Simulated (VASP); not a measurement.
## CaSe: single point with r2SCAN

CaSe:

```
CELL_PARAMETERS angstrom
0.00000 2.94731 2.94731
2.94731 0.00000 2.94731
2.94731 2.94731 0.00000
ATOMIC_POSITIONS crystal
Ca 0.00000 0.00000 0.00000
Se 0.50000 0.50000 0.50000
```

```yaml
Program: VASP 6.6.1
Task: single point
Functional: r2SCAN
Potentials_or_basis: VASP PAW PBE potentials, release 64 (Ca_sv, Se)
Cutoff: 520 eV
k_mesh: 8 × 8 × 8
Occupations: fermi-dirac, width 0.02 eV
Spin: no spin polarisation
```

```
Pressure               : 1.4 GPa
Band gap on the k mesh : 2.47 eV (least direct gap 3.43 eV)
```

Levels at points of the mesh, in eV from the valence-band top:
```
           k point  band 4  band 5  band 6  band 7  band 8  band 9  band 10  band 11  band 12  band 13
(0.00, 0.00, 0.00)  -21.38  -12.23    0.00    0.00    0.00    4.20     4.22     4.22     4.22     4.83
(0.50, 0.00, 0.00)  -21.38  -11.49   -3.32   -1.21   -1.21    5.14     6.13     6.15     6.15     8.23
(0.50, 0.50, 0.00)  -21.41  -11.62   -2.57   -0.96   -0.96    2.47     5.63     5.86     6.69     6.69
```

Wall time 46 s on 1 thread of AMD EPYC 9R45 96-Core Processor (Zen 5), with other jobs on the host, peak memory 0.16 GiB.

Caveat: the PAW data sets were made with another functional, which shifts forces and pressure a little. r2SCAN opens gaps a little over a GGA but as a rule still falls short of measured ones.
